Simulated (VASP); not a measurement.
# Br (I4/mmm) in VASP: single point with r2SCANh+D3(BJ)

Aim: the single point of Br with r2SCANh+D3(BJ).

Everything below comes from runs of VASP 6.6.1. Logs are shortened: lines on timing, memory, paths and dates and some standing lists are left out, and cuts for length are marked.

**1. The cell of the first run**

Symmetry: I4/mmm, No. 139, tetragonal system. The conventional cell has a = 2.847 Å, b = 2.847 Å, c = 7.155 Å, α = 90.00°, β = 90.00°, γ = 90.00°. Br (site symmetry 4/mmm) has 4 Br at 2.85 Å within 3.8 Å.

**2. Single point, r2SCANh+D3(BJ), non-collinear spin, zero start, spin-orbit coupling**

Input file POSCAR:

```
Br
1.0
   -1.4234917050      1.4234917050      3.5775173700
    1.4234917050     -1.4234917050      3.5775173700
    1.4234917050      1.4234917050     -3.5775173700
Br
1
Direct
    0.0000000000      0.0000000000      0.0000000000
```

Input file INCAR.step1:

```
PREC     = Accurate       # precision mode
ENCUT    = 440            # plane-wave cutoff, eV
EDIFF    = 1E-5           # SCF threshold, eV
ISMEAR   = -1             # smearing method
SIGMA    = 0.1            # smearing width, eV
LREAL    = F              # projectors in reciprocal space
LASPH    = T              # aspherical terms in the spheres
NELM     = 200            # most SCF steps
ALGO     = Normal         # electronic algorithm
ISIF     = 2              # what is computed and relaxed
LWAVE    = T              # write WAVECAR
LCHARG   = F              # write CHGCAR
MAGMOM   = 0 0 0          # initial moments
LORBIT   = 11             # projections on sites
LSORBIT  = T              # spin-orbit coupling
GGA_COMPAT= F            
LORBMOM  = T            
NBANDS   = 18             # bands
GGA      = PE             # functional
KPAR     = 4
```

Input file INCAR.step2:

```
PREC     = Accurate       # precision mode
ENCUT    = 440            # plane-wave cutoff, eV
EDIFF    = 1E-6           # SCF threshold, eV
ISMEAR   = -1             # smearing method
SIGMA    = 0.1            # smearing width, eV
LREAL    = F              # projectors in reciprocal space
LASPH    = T              # aspherical terms in the spheres
NELM     = 200            # most SCF steps
ALGO     = Normal         # electronic algorithm
ISIF     = 2              # what is computed and relaxed
LWAVE    = F              # write WAVECAR
LCHARG   = F              # write CHGCAR
MAGMOM   = 0 0 0          # initial moments
LORBIT   = 11             # projections on sites
LSORBIT  = T              # spin-orbit coupling
GGA_COMPAT= F            
LORBMOM  = T            
METAGGA  = R2SCAN         # meta-GGA
LHFCALC  = T              # exact exchange
AEXX     = 0.1            # exact-exchange fraction
LMIXTAU  = T            
PRECFOCK = Normal       
IVDW     = 12             # dispersion correction
VDW_S6   = 1.0          
VDW_S8   = 1.1236       
VDW_A1   = 0.4709       
VDW_A2   = 5.9157       
NBANDS   = 18             # bands
ISTART   = 1            
KPAR     = 4
```

Input file KPOINTS:

```
Automatic mesh
0
Gamma
  7 7 7
```

Potentials or basis: VASP PAW PBE potentials, release 64 (Br).

On the command line:

```console
$ cat potpaw_PBE.64/Br/POTCAR > POTCAR
$ cp INCAR.step1 INCAR
$ mpirun -np 4 vasp_ncl > vasp.out
$ cp INCAR.step2 INCAR
$ mpirun -np 4 vasp_ncl > vasp.out
```

OUTCAR:

```text
PREC = Accurate
   ENCUT = 440
   EDIFF = 1E-6
   ISMEAR = -1
   LREAL = F
   LASPH = T
   NELM = 200
   ISIF = 2
   LORBIT = 11
   LSORBIT = T
   METAGGA = R2SCAN
   LHFCALC = T
   AEXX = 0.1
   PRECFOCK = Normal
   IVDW = 12
   ISTART = 1
 IVDW          = 12

 ion  position               nearest neighbor table
   1  0.000  0.000  0.000-

  LATTYP: Found a body centered tetragonal cell.
 ALAT       =     2.8469834100
 C/A-ratio  =     2.5131986069

  Lattice vectors:

 A1 = (  -1.4234917050,   1.4234917050,   3.5775173700)
 A2 = (   1.4234917050,  -1.4234917050,   3.5775173700)
 A3 = (   1.4234917050,   1.4234917050,  -3.5775173700)

Analysis of symmetry for initial positions (statically):
=====================================================================
 Subroutine PRICEL returns:
 Original cell was already a primitive cell.

 Routine SETGRP: Setting up the symmetry group for a
 body centered tetragonal supercell.

 Subroutine GETGRP returns: Found 16 space group operations
 (whereof 16 operations were pure point group operations)
 out of a pool of 16 trial point group operations.

The static configuration has the point symmetry D_4h.

Analysis of symmetry for dynamics (positions and initial velocities):
=====================================================================
 Subroutine PRICEL returns:
 Original cell was already a primitive cell.

 Routine SETGRP: Setting up the symmetry group for a
 body centered tetragonal supercell.

 Subroutine GETGRP returns: Found 16 space group operations
 (whereof 16 operations were pure point group operations)
 out of a pool of 16 trial point group operations.

The dynamic configuration has the point symmetry D_4h.

Analysis of structural, dynamic, and magnetic symmetry:
=====================================================================
 Subroutine PRICEL returns:
 Original cell was already a primitive cell.

 Routine SETGRP: Setting up the symmetry group for a
 body centered tetragonal supercell.

 Subroutine GETGRP returns: Found 16 space group operations
 (whereof 16 operations were pure point group operations)
 out of a pool of 16 trial point group operations.

The overall configuration has the point symmetry D_4h.

 Subroutine INISYM returns: Found 16 space group operations
 (whereof 16 operations are pure point group operations),
 and found     1 'primitive' translations

----------------------------------------------------------------------------------------

                                     Primitive cell

  volume of cell :      28.9969

  direct lattice vectors                    reciprocal lattice vectors
    -1.423491705  1.423491705  3.577517370     0.000000000  0.351248973  0.139761725
     1.423491705 -1.423491705  3.577517370     0.351248973  0.000000000  0.139761725
     1.423491705  1.423491705 -3.577517370     0.351248973  0.351248973  0.000000000

  length of vectors
     4.105032010  4.105032010  4.105032010     0.378033307  0.378033307  0.496741062

  position of ions in fractional coordinates (direct lattice)
     0.000000000  0.000000000  0.000000000

  ion indices of the primitive-cell ions
   primitive index   ion index
                 1           1

----------------------------------------------------------------------------------------

 KPOINTS: Automatic mesh

Automatic generation of k-mesh.
 Grid dimensions read from file:
 generate k-points for:    7    7    7

 Generating k-lattice:

  Cartesian coordinates                     Fractional coordinates (reciprocal lattice)
     0.000000000  0.050178425  0.019965961     0.142857143  0.000000000 -0.000000000
     0.050178425  0.000000000  0.019965961     0.000000000  0.142857143 -0.000000000
     0.050178425  0.050178425  0.000000000     0.000000000  0.000000000  0.142857143

  Length of vectors
[... 60 lines left out ...]
   NFREE  =      0    steps in history (QN), initial steepest desc. (CG)
   ISIF   =      2    stress and relaxation
   ISYM   =      3    0-nonsym 1-usesym 2-fastsym
   POTIM  = 0.5000    time-step for ionic-motion
   TEBEG  =    0.0;   TEEND  =   0.0 temperature during run
   PSTRESS=    0.0 pullay stress
   NELECT =       7.0000    total number of electrons
   NUPDOWN=      -1.0000    fix difference up-down
   EMIN   =  10.00;   EMAX   =-10.00  energy-range for DOS
   EFERMI =   0.00;   METHOD = LEGACY
   ISMEAR =    -1;   SIGMA  =   0.10  broadening in eV -4-tet -1-fermi 0-gaus
   EFERMI_NEDOS =   21; number of points for ismear=-14 and -15
   IALGO  =     38    algorithm
   IMIX   =      1    mixing-type and parameters
     AMIX     =   0.40;   BMIX     =  1.00
     AMIX_MAG =   1.60;   BMIX_MAG =  1.00
  volume/ion in A,a.u.               =      29.00       195.68
  Fermi-wavevector in a.u.,A,eV,Ry     =   1.019351  1.926294 14.137486  1.039076
  Thomas-Fermi vector in A             =   2.152860
   LORBIT       =     11    0 simple, 1 ext, 2 COOP (PROOUT), +10 PAW based schemes
   METAGGA = R2SCAN    functional components
   LHFCALC =     T    Hartree Fock is set to
   PRECFOCK=normal    Normal, Fast or Accurate (Low or Medium for compatibility)
   ENCUT4O =  -1.0   cutoff for four orbital integrals eV
   NKREDX  =     1    reduce k-point grid by
   NKREDY  =     1    reduce k-point grid by
   NKREDZ  =     1    reduce k-point grid by
   AEXX    =    0.1000 exact exchange contribution
   HFSCREEN=    0.0000 screening length (either q_TF or 0.3 A-1)
   HFSCREENC=   0.0000 screening length for correlation (either q_TF or 0.3 A-1)
   ENCUTFOCK=  -1.0 apply spherical cutoff to Coloumb kernel
   IVDW    =    12    specifies the selected vdW correction
   LEPSILON=     F    determine dielectric tensor
   LRPA    =     F    only Hartree local field effects (RPA)
  energy-cutoff  :      440.00
  volume of cell :       29.00
 maximum number of plane-waves:      1230
  NGX = 24; NGY = 24; NGZ = 24

 number of electron       7.0000001 magnetization       0.0000000      0.0000000      0.0000000

 number of electron       7.0000001 magnetization      -0.0000000      0.0000000      0.0000000

 number of electron       7.0000001 magnetization       0.0000000     -0.0000000     -0.0000000

 Free energy of the ion-electron system (eV)
  ---------------------------------------------------
  ext. energy  EPLUGINS =         0.00000000
  ---------------------------------------------------
  free energy    TOTEN  =       -12.17213479 eV

  energy without entropy =      -12.15301501  energy(sigma->0) =      -12.16257490

 E-fermi :   0.8973     XC(G=0):  -8.3428

 val. band max:        0.8313165761   @ k =   0.2857   0.1429  -0.0000
 cond. band min:       0.9232395993   @ k =  -0.2857   0.1429   0.0000
 fundamental gap:      0.0919230232
 Fermi energy:         0.8972613654

 k-point     1 :       0.0000    0.0000    0.0000
  band No.  band energies     occupation
      1     -16.6940      1.00000
      2     -16.6940      1.00000
      3      -1.8801      1.00000
      4      -1.8801      1.00000
      5       1.9564      0.00003
      6       1.9564      0.00003
[... 481 lines left out ...]
      5      -1.7729      1.00000
      6      -1.7729      1.00000
[... 10 lines left out ...]
     17      19.2343      0.00000
     18      19.2347      0.00000

 [... further k-points ...]

------------------------ aborting loop because EDIFF is reached ----------------------------------------

 Edisp (eV)   -0.13435

 E8    (eV) :    -0.0511

  FORCE on cell =-STRESS in cart. coord.  units (eV):
  Direction    XX          YY          ZZ          XY          YZ          ZX
  --------------------------------------------------------------------------------------
  -------------------------------------------------------------------------------------
  Total      -0.10100    -0.10100    -0.11444     0.00000     0.00000     0.00000
  in kB      -5.58048    -5.58048    -6.32336     0.00000     0.00000     0.00000
  external pressure =       -5.83 kB  Pullay stress =        0.00 kB

 VOLUME and BASIS-vectors are now :
 -----------------------------------------------------------------------------
  energy-cutoff  :      440.00
  volume of cell :       29.00
      direct lattice vectors                 reciprocal lattice vectors
    -1.423491705  1.423491705  3.577517370     0.000000000  0.351248973  0.139761725
     1.423491705 -1.423491705  3.577517370     0.351248973  0.000000000  0.139761725
     1.423491705  1.423491705 -3.577517370     0.351248973  0.351248973  0.000000000

 POSITION                                       TOTAL-FORCE (eV/Angst)
 -----------------------------------------------------------------------------------
      0.00000      0.00000      0.00000         0.000000     -0.000000     -0.000000
 -----------------------------------------------------------------------------------
    total drift:                                0.000000      0.000000      0.000000

  FREE ENERGIE OF THE ION-ELECTRON SYSTEM (eV)
  ---------------------------------------------------
  free  energy   TOTEN  =       -12.3064825262 eV

  energy  without entropy=      -12.2873627442  energy(sigma->0) =      -12.29692264

 orbital moment (x)

 # of ion     p       d       tot
 ----------------------------------------
  1         0.000   0.000   0.000
 ----------------------------------------
            0.000   0.000   0.000

 orbital moment (y)

 # of ion     p       d       tot
 ----------------------------------------
  1        -0.000   0.000  -0.000
 ----------------------------------------
           -0.000   0.000  -0.000

 orbital moment (z)

 # of ion     p       d       tot
 ----------------------------------------
  1        -0.000  -0.000  -0.000
 ----------------------------------------
           -0.000  -0.000  -0.000

 Spin-Orbit-Coupling matrix elements

 Ion:    1  E_soc:     -0.0740337
 l=   1
     0.0000000    -0.0120684    -0.0128613
    -0.0120684     0.0000000    -0.0120684
    -0.0128613    -0.0120684     0.0000000
 l=   2
     0.0000000     0.0000011     0.0000000     0.0000011    -0.0000087
     0.0000011     0.0000000    -0.0000029    -0.0000001    -0.0000031
     0.0000000    -0.0000029     0.0000000    -0.0000029     0.0000000
     0.0000011    -0.0000001    -0.0000029     0.0000000    -0.0000031
    -0.0000087    -0.0000031     0.0000000    -0.0000031     0.0000000
 l=   3
     0.0000000     0.0000000     0.0000000     0.0000000     0.0000000     0.0000000     0.0000000
     0.0000000     0.0000000     0.0000000     0.0000000     0.0000000     0.0000000     0.0000000
     0.0000000     0.0000000     0.0000000     0.0000000     0.0000000     0.0000000     0.0000000
     0.0000000     0.0000000     0.0000000     0.0000000     0.0000000     0.0000000     0.0000000
     0.0000000     0.0000000     0.0000000     0.0000000     0.0000000     0.0000000     0.0000000
     0.0000000     0.0000000     0.0000000     0.0000000     0.0000000     0.0000000     0.0000000
     0.0000000     0.0000000     0.0000000     0.0000000     0.0000000     0.0000000     0.0000000

 total charge

# of ion       s       p       d       tot
------------------------------------------
    1        1.650   3.053   0.030   4.732

 magnetization (x)

# of ion       s       p       d       tot
------------------------------------------
    1        0.000  -0.000   0.000  -0.000

 magnetization (y)

# of ion       s       p       d       tot
------------------------------------------
    1        0.000   0.000   0.000   0.000

 magnetization (z)

# of ion       s       p       d       tot
------------------------------------------
    1        0.000   0.000   0.000   0.000
```

Wall time 74 min (4 MPI ranks of AMD EPYC 7R43 (Zen 3), shared host); peak memory 0.26 GiB.

Results:

```yaml
Free_energy: -12.3065 eV
Pressure: -0.6 GPa
Net_moment: 0.00 μB per cell
Valence_electrons_inside_the_program's_atomic_spheres: Br 4.73
Dispersion_energy_per_atom: -0.134 eV
```

Moments on the atoms (μB; x, y, z):
```
Br  0.00 0.00 0.00
```

Caveat: the PAW data sets were made with another functional, which shifts forces and pressure a little.
